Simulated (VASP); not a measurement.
# Hf3H in VASP: relaxation of the atoms with PBE

Aim: the relaxation of the atoms of Hf3H with PBE.

All numbers are computed with VASP 6.6.1; they aren't measurements. Logs are shortened: lines on timing, memory, paths and dates and some standing lists are left out, and cuts for length are marked.

## (1) The cell of the first run

The cell holds a slab with vacuum, 4 atoms: a = 3.070 Å, b = 3.070 Å, c = 20.281 Å, α = 90.00°, β = 90.00°, γ = 109.47°.

## (2) Relaxation of the atoms, PBE

Input file INCAR:

```
SYSTEM = Hf3H
PREC = Accurate
ENCUT = 520
EDIFF = 1E-6
ISMEAR = 0
SIGMA = 0.1
LREAL = .FALSE.
LASPH = .TRUE.
NELM = 60
ALGO = Fast
ISIF = 2
LWAVE = .FALSE.
LCHARG = .FALSE.
LDIPOL = .TRUE.
IDIPOL = 3
DIPOL = 0.5 0.5 0.359
GGA = PE
IBRION = 2
NSW = 36
EDIFFG = -0.025
```

Input file KPOINTS:

```
regular mesh
0
G
  9 9 1
  0 0 0
```

Input file POSCAR:

```
Hf3H
1.0
    3.0697355021      0.0000000000      0.0000000000
   -1.0232451674      2.8941743867      0.0000000000
    0.0000000000      0.0000000000     20.2814081478
Hf H
3 1
Selective dynamics
Direct
    0.5000000000      0.5000000000      0.1972249644  F F F
    0.0000000000      0.0000000000      0.3153436029  F F F
    0.5000000000      0.5000000000      0.4329782273  F F F
    0.5000000000      1.0000000000      0.4898931521  F F T
```

Potentials or basis: VASP PAW PBE potentials, release 64 (Hf_pv, H).

Started as:

```
$ cat potpaw_PBE.64/Hf_pv/POTCAR potpaw_PBE.64/H/POTCAR > POTCAR
$ mpirun -np 1 vasp_std > vasp.out
```

OUTCAR:

```text
SYSTEM = Hf3H
   PREC = Accurate
   ENCUT = 520
   EDIFF = 1E-6
   ISMEAR = 0
   LREAL = .FALSE.
   LASPH = .TRUE.
   NELM = 60
   ISIF = 2
   GGA = PE
   IBRION = 2
   NSW = 36
   EDIFFG = -0.025

 ion  position               nearest neighbor table
   1  0.500  0.500  0.197-   2 2.98   2 2.98   2 3.47   2 3.47
   2  0.000  0.000  0.315-   3 2.97   3 2.97   1 2.98   1 2.98   3 3.46   3 3.46   1 3.47   1 3.47

   3  0.500  0.500  0.433-   4 1.92   4 1.92   2 2.97   2 2.97   2 3.46   2 3.46
   4  0.500  0.000  0.490-   3 1.92   3 1.92

  LATTYP: Found a base centered orthorhombic cell.
 ALAT       =     3.5446252370
 B/A-ratio  =     1.4142135624
 C/A-ratio  =     5.7217355268

  Lattice vectors:

 A1 = (   3.0697355021,   0.0000000000,   0.0000000000)
 A2 = (  -1.0232451674,   2.8941743867,   0.0000000000)
 A3 = (   0.0000000000,   0.0000000000,  20.2814081478)

Analysis of symmetry for initial positions (statically):
=====================================================================
 Subroutine PRICEL returns:
 Original cell was already a primitive cell.

 Routine SETGRP: Setting up the symmetry group for a
 base centered orthorhombic supercell.

 Subroutine GETGRP returns: Found  2 space group operations
 (whereof  2 operations were pure point group operations)
 out of a pool of  8 trial point group operations.

The static configuration has the point symmetry C_2 .

Analysis of symmetry for dynamics (positions and initial velocities):
=====================================================================
 Subroutine PRICEL returns:
 Original cell was already a primitive cell.

 Routine SETGRP: Setting up the symmetry group for a
 base centered orthorhombic supercell.

 Subroutine GETGRP returns: Found  2 space group operations
 (whereof  2 operations were pure point group operations)
 out of a pool of  8 trial point group operations.

The dynamic configuration has the point symmetry C_2 .

Analysis of constrained symmetry for selective dynamics:
=====================================================================
 Subroutine PRICEL returns:
 Original cell was already a primitive cell.

 Routine SETGRP: Setting up the symmetry group for a
 base centered orthorhombic supercell.

 Subroutine GETGRP returns: Found  2 space group operations
 (whereof  2 operations were pure point group operations)
 out of a pool of  8 trial point group operations.

The constrained configuration has the point symmetry C_2 .

 Subroutine INISYM returns: Found  2 space group operations
 (whereof  2 operations are pure point group operations),
 and found     1 'primitive' translations

----------------------------------------------------------------------------------------

                                     Primitive cell

  volume of cell :     180.1871

  direct lattice vectors                    reciprocal lattice vectors
     3.069735502  0.000000000  0.000000000     0.325760965  0.115173894  0.000000000
    -1.023245167  2.894174387  0.000000000     0.000000000  0.345521681  0.000000000
     0.000000000  0.000000000 20.281408148     0.000000000  0.000000000  0.049306241

  length of vectors
     3.069735502  3.069735502 20.281408148     0.345521681  0.345521681  0.049306241

  position of ions in fractional coordinates (direct lattice)
     0.500000000  0.500000000  0.197224964
     0.000000000  0.000000000  0.315343603
     0.500000000  0.500000000  0.432978227
     0.500000000  0.000000000  0.489893152

  ion indices of the primitive-cell ions
   primitive index   ion index
                 1           1
[... 58 lines left out ...]
   number of dos      NEDOS =    301   number of ions     NIONS =      4
   total plane-waves  NPLWV =  92160
   dimension x,y,z NGX =    24 NGY =   24 NGZ =  160
   dimension x,y,z NGXF=    48 NGYF=   48 NGZF=  320
   ions per type =               3   1
   NGX,Y,Z   is equivalent  to a cutoff of  13.00, 13.00, 13.12 a.u.
   NGXF,Y,Z  is equivalent  to a cutoff of  26.00, 26.00, 26.23 a.u.
 SYSTEM =  Hf3H
   PREC   = accura    normal or accurate (medium, high low for compatibility)
   ISTART =      0    job   : 0-new  1-cont  2-samecut
   ICHARG =      2    charge: 1-file 2-atom 10-const
   ISPIN  =      1    spin polarized calculation?
   LNONCOLLINEAR =      F non collinear calculations
   LSORBIT =      F    spin-orbit coupling
   LASPH  =      T    aspherical Exc in radial PAW
   ENCUT  =  520.0 eV  38.22 Ry    6.18 a.u.   5.71  5.71 37.71*2*pi/ulx,y,z
   NELM   =     60;   NELMIN=  2; NELMDL= -5     # of ELM steps
   EDIFF  = 0.1E-05   stopping-criterion for ELM
   LREAL  =      F    real-space projection
   EDIFFG = -.3E-01   stopping-criterion for IOM
   NSW    =     36    number of steps for IOM
   IBRION =      2    ionic relax: 0-MD 1-quasi-New 2-CG
   NFREE  =      1    steps in history (QN), initial steepest desc. (CG)
   ISIF   =      2    stress and relaxation
   ISYM   =      2    0-nonsym 1-usesym 2-fastsym
   POTIM  = 0.5000    time-step for ionic-motion
   TEBEG  =    0.0;   TEEND  =   0.0 temperature during run
   PSTRESS=    0.0 pullay stress
   NELECT =      31.0000    total number of electrons
   NUPDOWN=      -1.0000    fix difference up-down
   EMIN   =  10.00;   EMAX   =-10.00  energy-range for DOS
   EFERMI =   0.00;   METHOD = LEGACY
   ISMEAR =     0;   SIGMA  =   0.10  broadening in eV -4-tet -1-fermi 0-gaus
   EFERMI_NEDOS =   21; number of points for ismear=-14 and -15
   IALGO  =     68    algorithm
   IMIX   =      4    mixing-type and parameters
     AMIX     =   0.40;   BMIX     =  1.00
     AMIX_MAG =   1.60;   BMIX_MAG =  1.00
  volume/ion in A,a.u.               =      45.05       303.99
  Fermi-wavevector in a.u.,A,eV,Ry     =   0.910516  1.720625 11.279760  0.829039
  Thomas-Fermi vector in A             =   2.034687
   LORBIT       =      0    0 simple, 1 ext, 2 COOP (PROOUT), +10 PAW based schemes
   GGA     = PE    functional components
   LHFCALC =     F    Hartree Fock is set to
   AEXX    =    0.0000 exact exchange contribution
   IVDW    =     0    specifies the selected vdW correction
   LEPSILON=     F    determine dielectric tensor
   LRPA    =     F    only Hartree local field effects (RPA)
 conjugate gradient relaxation of ions
 non-spin polarized calculation
 RMM-DIIS sequential band-by-band and
 Gauss-broadening in eV      SIGMA  =   0.10
  energy-cutoff  :      520.00
  volume of cell :      180.19
 maximum number of plane-waves:      4883
   NGX = 11   NGY = 11   NGZ = 75

--------------------------------------- Ionic step        1  -------------------------------------------

 number of electron      31.0000002 magnetization

 Free energy of the ion-electron system (eV)
  ---------------------------------------------------
  ext. energy  EPLUGINS =         0.00000000
  ---------------------------------------------------
  free energy    TOTEN  =       -31.46879486 eV

  energy without entropy =      -31.43565274  energy(sigma->0) =      -31.45222380

------------------------ aborting loop because EDIFF is reached ----------------------------------------

  FORCE on cell =-STRESS in cart. coord.  units (eV):
  Direction    XX          YY          ZZ          XY          YZ          ZX
  --------------------------------------------------------------------------------------
  -------------------------------------------------------------------------------------
  Total       -0.7749799      0.6132429      1.6570136     -0.6794733      0.0000000      0.0000000
  in kB       -6.8909206      5.4527970     14.7337368     -6.0417006      0.0000000      0.0000000
  external PRESSURE =       4.4318711 kB  Pullay stress =       0.0000000 kB
[... 57 lines left out ...]
  FREE ENERGIE OF THE ION-ELECTRON SYSTEM (eV)
  ---------------------------------------------------
  free  energy   TOTEN  =       -31.4824433699 eV

  energy  without entropy=      -31.4494599188  energy(sigma->0) =      -31.46595164

 dipolmoment           0.000000      0.000000     -0.028885 electrons x Angstroem

--------------------------------------- Ionic step        3  -------------------------------------------

 number of electron      31.0000002 magnetization

------------------------ aborting loop because EDIFF is reached ----------------------------------------

 vacuum level on the upper side and lower side of the slab       (xc-potential included)         0.092        -0.284

  FORCE on cell =-STRESS in cart. coord.  units (eV):
  Direction    XX          YY          ZZ          XY          YZ          ZX
  --------------------------------------------------------------------------------------
  -------------------------------------------------------------------------------------
  Total       -0.8932226     -0.1471169      1.0002112     -0.4436064      0.0000000      0.0000000
  in kB       -7.9423048     -1.3081254      8.8936193     -3.9444334      0.0000000      0.0000000
  external PRESSURE =      -0.1189370 kB  Pullay stress =       0.0000000 kB
[... 25 lines left out ...]
--------------------------------------- Ionic step        4  -------------------------------------------

 number of electron      31.0000002 magnetization

 dipolmoment           0.000000      0.000000      0.011240 electrons x Angstroem

 Free energy of the ion-electron system (eV)
  ---------------------------------------------------
  ext. energy  EPLUGINS =         0.00000000
  ---------------------------------------------------
  free energy    TOTEN  =       -31.50424184 eV

  energy without entropy =      -31.47164604  energy(sigma->0) =      -31.48794394

 E-fermi :  -0.8337     XC(G=0):  -5.1993

 val. band max:       -0.8350685490   @ k =  -0.4444   0.4444   0.0000
 cond. band min:      -0.8240414776   @ k =   0.0000   0.1111   0.0000
 fundamental gap:      0.0110270715
 Fermi energy:        -0.8337070778

 k-point     1 :       0.0000    0.0000    0.0000
  band No.  band energies     occupation
      1     -31.6669      2.00000
      2     -31.5122      2.00000
      3     -31.1810      2.00000
      4     -31.0891      2.00000
      5     -31.0305      2.00000
      6     -30.9018      2.00000
[... 505 lines left out ...]
      6     -31.1989      2.00000
[... 11 lines left out ...]
     18      -0.3127      0.00000
     19       0.3417      0.00000

 [... further k-points ...]

------------------------ aborting loop because EDIFF is reached ----------------------------------------

 vacuum level on the upper side and lower side of the slab       (xc-potential included)        -0.065        -0.355

  FORCE on cell =-STRESS in cart. coord.  units (eV):
  Direction    XX          YY          ZZ          XY          YZ          ZX
  --------------------------------------------------------------------------------------
  -------------------------------------------------------------------------------------
  Total       -0.9081445     -0.2543787      0.8874689     -0.4074441      0.0000000      0.0000000
  in kB       -8.0749859     -2.2618698      7.8911439     -3.6228873      0.0000000      0.0000000
  external PRESSURE =      -0.8152373 kB  Pullay stress =       0.0000000 kB
[... 19 lines left out ...]
  FREE ENERGIE OF THE ION-ELECTRON SYSTEM (eV)
  ---------------------------------------------------
  free  energy   TOTEN  =       -31.5042418374 eV

  energy  without entropy=      -31.4716460443  energy(sigma->0) =      -31.48794394

 reached required accuracy - stopping structural energy minimisation

 vacuum level on the upper side and lower side of the slab         3.534         3.214
```

Wall time 17 min (1 thread of Oxide Virtual Turin-like, shared host); peak memory 0.35 GiB.

Results:

- Free energy: -31.5042 eV
- Energy gained by relaxing: 8.9 meV/atom
- Ionic steps: 4
- Band gap on the k mesh: zero (an odd number of electrons rules out a gap without spin polarisation)

The path:
```
step  energy change (eV)  largest force on free atoms (eV/Å)  pressure (GPa)
   1              0.0000                              0.5637            0.44
   2             -0.0136                              0.4408            0.32
   3             -0.0347                              0.0793           -0.01
   4             -0.0354                              0.0025           -0.08
```

Final structure:
```
Hf H
1.0
     3.06974    0.00000    0.00000
    -1.02325    2.89417    0.00000
     0.00000    0.00000   20.28141
Hf H
3 1
Direct
  0.50000 0.50000 0.19723
  0.00000 0.00000 0.31534
  0.50000 0.50000 0.43298
  0.50000 0.00000 0.49614
```

Levels at points of the mesh, in eV from the Fermi level:
```csv
k point,band 13,band 14,band 15,band 16,band 17,band 18,band 19
"(0.00, 0.00, 0.00)",-2.08,-0.45,0.01,0.12,1.08,1.28,1.53
```

Caveat: spin-orbit coupling is left out, which moves the levels of the heavy elements.
